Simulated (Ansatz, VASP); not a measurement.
**Y: VASP beside Ansatz**

```xyz
1
Lattice="-2.0211 2.0211 2.0211 2.0211 -2.0211 2.0211 2.0211 2.0211 -2.0211" Properties=species:S:1:pos:R:3 pbc="T T T"
Y     0.0000    0.0000    0.0000
```

Alike in both runs: functional PBE; k mesh 14 × 14 × 14; occupations gaussian, width 0.1 eV; no spin polarisation.

Ansatz relaxed the structure, and its values are those at the end. VASP's run is a single point on that final structure, the one shown.

|  | VASP | Ansatz |
| --- | --- | --- |
| version | VASP 6.6.1 | Ansatz 0.2.0 |
| potentials or method | VASP PAW PBE potentials, release 64 (Y_sv), cutoff 500 eV | scalar-relativistic, plane waves, PAW |
| valence electrons in the cell | 11 | 11 |

Ansatz gave:

| Item | Value |
| --- | --- |
| gap on the k mesh at the Fermi level (eV) | none |
| pressure (GPa) | -0.1 |

Q: What did VASP give for the same quantities?

A: gap on the k mesh at the Fermi level (eV): none; pressure (GPa): -0.2.

A gap of «none» marks a metal or a gap that the smearing closes.
